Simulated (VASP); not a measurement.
# LiBiSe2 (R-3m) in VASP: further runs, part 2 of 2

VASP 6.6.1.

### Step 3. Single point, PBE (23.83 Å³/atom)

This run uses another cell than the first one, of 23.83 Å³/atom.

The input, INCAR:

```
SYSTEM = LiBiSe2
PREC     = Accurate       ! precision mode
ENCUT    = 520            ! plane-wave cutoff, eV
EDIFF    = 1E-7           ! SCF threshold, eV
ISMEAR   = 0              ! smearing method
SIGMA    = 0.01           ! smearing width, eV
LREAL    = .False.        ! projectors in reciprocal space
LASPH    = .True.         ! aspherical terms in the spheres
NELM     = 80             ! most SCF steps
ALGO     = Normal         ! electronic algorithm
ISIF     = 2              ! what is computed and relaxed
LWAVE    = .False.        ! write WAVECAR
LCHARG   = .False.        ! write CHGCAR
GGA      = PE             ! functional
NBANDS   = 23             ! bands
```

The input, KPOINTS:

```
regular mesh
0
Gamma
  6 6 6
  0 0 0
```

The input, POSCAR:

```
LiBiSe2
1.0
    2.0489408474      1.1829565498      6.5548746070
   -2.0489408474      1.1829565498      6.5548746070
    0.0000000000     -2.3659130996      6.5548746070
Li Bi Se
1 1 2
Direct
    1.0000000000      0.0000000000      0.0000000000
    0.5000000000      0.5000000000      0.5000000000
    0.2550503263      0.2550503263      0.2550503263
    0.7449496737      0.7449496737      0.7449496737
```

Potentials or basis: VASP PAW PBE potentials, release 64 (Li_sv, Bi_d, Se).

Launch:

```
> cat potpaw_PBE.64/Li_sv/POTCAR potpaw_PBE.64/Bi_d/POTCAR potpaw_PBE.64/Se/POTCAR > POTCAR
> mpirun -np 1 vasp_std > vasp.out
```

It took 2.3 min on 1 thread of Intel Xeon 6975P-C (Granite Rapids), shared host; peak memory 0.42 GiB.

Results (log left out):

* Free energy: -15.6860 eV
* Largest force: 0.189 eV/Å
* Band gap on the k mesh: 1.02 eV

Forces on the atoms (eV/Å):
```
Li   0.000  0.000  0.000
Bi   0.000  0.000  0.000
Se   0.000  0.000  0.189
Se   0.000  0.000 -0.189
```

Levels at points of the mesh, in eV from the valence-band top:
```tsv
k point	band 13	band 14	band 15	band 16	band 17	band 18
(0.00, 0.00, 0.00)	-1.29	-0.98	-0.98	1.35	2.16	2.16
(0.50, 0.00, 0.00)	-2.56	-1.56	-1.09	1.92	3.52	3.87
(0.50, 0.50, 0.00)	-2.14	-0.91	-0.87	1.52	2.56	2.91
(0.50, 0.50, 0.50)	-0.81	-0.81	0.00	1.02	2.34	2.34
```

Caveat: the cutoff is under 1.25 times the usual one of these potentials, so pressure, stress and relaxed cells hold a basis-set (Pulay) error; spin-orbit coupling is left out, which moves the levels of the heavy elements.

### Step 4. Single point, PBE

This run uses another cell than the first one, of 24.57 Å³/atom.

The input, INCAR:

```
PREC     = Accurate       # precision mode
ENCUT    = 520            # plane-wave cutoff, eV
EDIFF    = 1E-6           # SCF threshold, eV
ISMEAR   = 0              # smearing method
SIGMA    = 0.01           # smearing width, eV
LREAL    = F              # projectors in reciprocal space
LASPH    = T              # aspherical terms in the spheres
NELM     = 100            # most SCF steps
ALGO     = Normal         # electronic algorithm
ISIF     = 2              # what is computed and relaxed
LWAVE    = F              # write WAVECAR
LCHARG   = F              # write CHGCAR
GGA      = PE             # functional
NBANDS   = 23             # bands
```

The input, KPOINTS:

```
regular mesh
0
Gamma
  6 6 6
```

The input, POSCAR:

```
LiBiSe2
1.0
    2.0698498512      1.1950283688      6.6217657026
   -2.0698498512      1.1950283688      6.6217657026
    0.0000000000     -2.3900567376      6.6217657026
Li Bi Se
1 1 2
Direct
    1.0000000000      0.0000000000      0.0000000000
    0.5000000000      0.5000000000      0.5000000000
    0.2550503263      0.2550503263      0.2550503263
    0.7449496737      0.7449496737      0.7449496737
```

Launch:

```
> cat potpaw_PBE.64/Li_sv/POTCAR potpaw_PBE.64/Bi_d/POTCAR potpaw_PBE.64/Se/POTCAR > POTCAR
> mpirun -np 1 vasp_std > vasp.out
```

It took 2.1 min on 1 thread of Intel Xeon 6975P-C (Granite Rapids), shared host; peak memory 0.42 GiB.

Results (log left out):

```
Free energy            : -15.7028 eV
Largest force          : 0.016 eV/Å
Band gap on the k mesh : 1.01 eV
```

Forces in eV/Å, atoms in the order of the input:
```
Li   0.000  0.000  0.000
Bi   0.000  0.000  0.000
Se   0.000  0.000  0.016
Se   0.000  0.000 -0.016
```

Levels at points of the mesh, in eV from the valence-band top:
```csv
k point,band 11,band 12,band 13,band 14,band 15,band 16,band 17,band 18,band 19,band 20
"(0.00, 0.00, 0.00)",-1.24,-1.24,-1.23,-0.90,-0.90,1.39,2.16,2.16,5.65,7.22
"(0.50, 0.00, 0.00)",-3.24,-2.56,-2.41,-1.45,-1.02,1.93,3.45,3.79,5.20,7.10
"(0.50, 0.50, 0.00)",-2.83,-2.75,-2.05,-0.83,-0.79,1.55,2.56,2.91,4.20,6.98
"(0.50, 0.50, 0.50)",-1.41,-1.41,-0.74,-0.74,0.00,1.01,2.33,2.33,5.00,6.56
```

Caveat: the cutoff is under 1.25 times the usual one of these potentials, so pressure, stress and relaxed cells hold a basis-set (Pulay) error; spin-orbit coupling is left out, which moves the levels of the heavy elements. A k mesh can miss the band edges.

### Step 5. Single point, PBE (25.31 Å³/atom)

This run uses another cell than the first one, of 25.31 Å³/atom.

The input, INCAR:

```
PREC = Accurate ; ENCUT = 520
EDIFF = 1E-6 ; ISMEAR = 0
SIGMA = 0.01 ; LREAL = F
LASPH = T ; NELM = 80
ALGO = Normal ; ISIF = 2
LWAVE = F ; LCHARG = F
GGA = PE ; NBANDS = 23
```

The input, KPOINTS:

```
Automatic mesh
0
Gamma
  6 6 6
```

The input, POSCAR:

```
LiBiSe2
1.0
    2.0903447470      1.2068611024      6.6873320033
   -2.0903447470      1.2068611024      6.6873320033
    0.0000000000     -2.4137222048      6.6873320033
Li Bi Se
1 1 2
Direct
    1.0000000000      0.0000000000      0.0000000000
    0.5000000000      0.5000000000      0.5000000000
    0.2550503263      0.2550503263      0.2550503263
    0.7449496737      0.7449496737      0.7449496737
```

Launch:

```
> cat potpaw_PBE.64/Li_sv/POTCAR potpaw_PBE.64/Bi_d/POTCAR potpaw_PBE.64/Se/POTCAR > POTCAR
> mpirun -np 1 vasp_std > vasp.out
```

Wall time 2.2 min (1 thread of Intel Xeon 6975P-C (Granite Rapids), shared host); peak memory 0.43 GiB.

It converged, with:

* Free energy: -15.6903 eV
* Largest force: 0.138 eV/Å
* Band gap on the k mesh: 1.00 eV

Forces on the atoms (eV/Å):
```
Li   0.000  0.000  0.000
Bi   0.000  0.000  0.000
Se   0.000  0.000 -0.138
Se   0.000  0.000  0.138
```

Levels at points of the mesh, in eV from the valence-band top:
```tsv
k point	band 11	band 12	band 13	band 14	band 15	band 16	band 17	band 18	band 19	band 20
(0.00, 0.00, 0.00)	-1.17	-1.16	-1.16	-0.82	-0.82	1.41	2.16	2.16	5.53	7.15
(0.50, 0.00, 0.00)	-3.09	-2.43	-2.28	-1.35	-0.96	1.94	3.38	3.72	5.22	7.14
(0.50, 0.50, 0.00)	-2.69	-2.62	-1.97	-0.76	-0.72	1.57	2.55	2.90	4.31	6.88
(0.50, 0.50, 0.50)	-1.32	-1.32	-0.67	-0.67	0.00	1.00	2.31	2.31	5.01	6.59
```

Caveat: the cutoff is under 1.25 times the usual one of these potentials, so pressure, stress and relaxed cells hold a basis-set (Pulay) error; spin-orbit coupling is left out, which moves the levels of the heavy elements. A k mesh can miss the band edges.

### Step 6. Single point, PBE (26.04 Å³/atom)

This run uses another cell than the first one, of 26.04 Å³/atom.

The input, INCAR:

```
SYSTEM = LiBiSe2
ALGO = Normal
EDIFF = 1E-6
ENCUT = 520
GGA = PE
ISIF = 2
ISMEAR = 0
LASPH = .True.
LCHARG = .False.
LREAL = .False.
LWAVE = .False.
NBANDS = 23
NELM = 60
PREC = Accurate
SIGMA = 0.01
```

The input, KPOINTS:

```
k-points
0
Gamma
  6 6 6
  0 0 0
```

The input, POSCAR:

```
LiBiSe2
1.0
    2.1104454488      1.2184662480      6.7516372174
   -2.1104454488      1.2184662480      6.7516372174
    0.0000000000     -2.4369324959      6.7516372174
Li Bi Se
1 1 2
Direct
    1.0000000000      0.0000000000      0.0000000000
    0.5000000000      0.5000000000      0.5000000000
    0.2550503263      0.2550503263      0.2550503263
    0.7449496737      0.7449496737      0.7449496737
```

Potentials or basis: VASP PAW PBE potentials, release 64 (Li_sv, Bi_d, Se).

Launch:

```
> cat potpaw_PBE.64/Li_sv/POTCAR potpaw_PBE.64/Bi_d/POTCAR potpaw_PBE.64/Se/POTCAR > POTCAR
> mpirun -np 1 vasp_std > vasp.out
```

It took 2.1 min on 1 thread of Intel Xeon 6975P-C (Granite Rapids), shared host; peak memory 0.42 GiB.

It converged, with:

```
Free energy            : -15.6530 eV
Largest force          : 0.275 eV/Å
Band gap on the k mesh : 0.98 eV
```

Forces on the atoms (eV/Å):
```
Li   0.000  0.000  0.000
Bi   0.000  0.000  0.000
Se   0.000  0.000 -0.275
Se   0.000  0.000  0.275
```

Levels at points of the mesh, in eV from the valence-band top:
| k point | band 11 | band 12 | band 13 | band 14 | band 15 | band 16 | band 17 | band 18 | band 19 | band 20 |
| --- | --- | --- | --- | --- | --- | --- | --- | --- | --- | --- |
| (0.00, 0.00, 0.00) | -1.12 | -1.08 | -1.08 | -0.75 | -0.75 | 1.44 | 2.16 | 2.16 | 5.41 | 7.08 |
| (0.50, 0.00, 0.00) | -2.96 | -2.30 | -2.15 | -1.26 | -0.90 | 1.94 | 3.31 | 3.64 | 5.24 | 7.17 |
| (0.50, 0.50, 0.00) | -2.55 | -2.50 | -1.89 | -0.69 | -0.66 | 1.58 | 2.54 | 2.89 | 4.41 | 6.79 |
| (0.50, 0.50, 0.50) | -1.23 | -1.23 | -0.60 | -0.60 | 0.00 | 0.98 | 2.29 | 2.29 | 5.03 | 6.61 |

Caveat: the cutoff is under 1.25 times the usual one of these potentials, so pressure, stress and relaxed cells hold a basis-set (Pulay) error; spin-orbit coupling is left out, which moves the levels of the heavy elements. A k mesh can miss the band edges.

### Step 7. Overview

```tsv
cell	gap on the mesh (eV)	largest force (eV/Å)
a = 6.896 Å, angles 34.2°, 4 atoms	1.03	0.38
a = 6.969 Å, angles 34.2°, 4 atoms	1.02	0.19
a = 7.040 Å, angles 34.2°, 4 atoms	1.01	0.02
a = 7.110 Å, angles 34.2°, 4 atoms	1.00	0.14
a = 7.178 Å, angles 34.2°, 4 atoms	0.98	0.28
```

Alike in all rows: task single point; level PBE; potentials or basis VASP PAW PBE potentials, release 64 (Li_sv, Bi_d, Se); no spin polarisation; k mesh 6 × 6 × 6; cutoff (eV) 520; smearing gaussian 0.01 eV.

Caveats: the cutoff is under 1.25 times the usual one of these potentials, so pressure, stress and relaxed cells hold a basis-set (Pulay) error; spin-orbit coupling is left out, which moves the levels of the heavy elements.

Total energies depend on the potentials used, so only differences within one code and one set of settings carry meaning.
